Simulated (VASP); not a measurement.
**MoS2: single point with HSE06**

MoS2:

```
CELL_PARAMETERS angstrom
3.17105 0.00000 0.00000
-1.58553 2.74621 0.00000
0.00000 0.00000 6.80969
ATOMIC_POSITIONS crystal
Mo 0.00000 0.00000 0.00000
S 0.33333 0.66667 0.22857
S 0.33333 0.66667 0.77143
```

```yaml
Program: VASP 6.6.1
Task: single point
Functional: HSE06
Potentials_or_basis: VASP PAW PBE potentials, release 64 (Mo_sv, S)
Cutoff: 520 eV
k_mesh: 6 × 6 × 2
Occupations: gaussian, width 0.01 eV
Spin: no spin polarisation
Dipole_correction: no
Grid_for_exact_exchange_PRECFOCK: Normal
Further_INCAR_settings: ALGO = Normal; EDIFF = 1e-07; NBANDS = 20
Share_of_exact_exchange: 0.25
Screening_parameter: 0.2079 1/Å
```

- Pressure: -2.4 GPa
- Largest force: 0.420 eV/Å
- Band gap on the k mesh: 1.78 eV (least direct gap 2.15 eV)

Forces on the atoms (eV/Å):
```
Mo   0.000  0.000  0.000
S    0.000  0.000 -0.420
S    0.000  0.000  0.420
```

Stress tensor (GPa, compression positive):
```
-2.76  0.00  0.00
 0.00 -2.76  0.00
 0.00  0.00 -1.73
```

Levels at points of the mesh, in eV from the valence-band top:
```tsv
k point	band 9	band 10	band 11	band 12	band 13	band 14	band 15	band 16	band 17	band 18
(0.00, 0.00, 0.00)	-3.45	-2.09	-2.09	-1.82	-0.81	3.16	3.16	3.36	3.36	6.56
(0.50, 0.00, 0.00)	-5.28	-4.00	-2.31	-1.60	-1.35	2.54	3.03	4.69	4.98	6.10
(0.00, 0.00, 0.50)	-3.44	-3.13	-2.10	-2.10	0.00	3.12	3.12	3.43	3.43	6.81
(0.50, 0.00, 0.50)	-4.95	-4.02	-2.99	-1.55	-1.03	2.55	3.18	4.10	4.83	7.42
```

Wall time 43 min on 1 thread of Intel(R) Xeon(R) Platinum 8259CL CPU @ 2.50GHz (Skylake/Cascade Lake) (shared host), peak memory 0.28 GiB.

Caveat: the k points lie up to 0.46 Å⁻¹ apart; the PAW data sets were made with another functional, which shifts forces and pressure a little; this functional lacks dispersion, which binds layers or chains, so the pressure and a relaxed spacing across them are unreliable. A k mesh can miss the band edges.
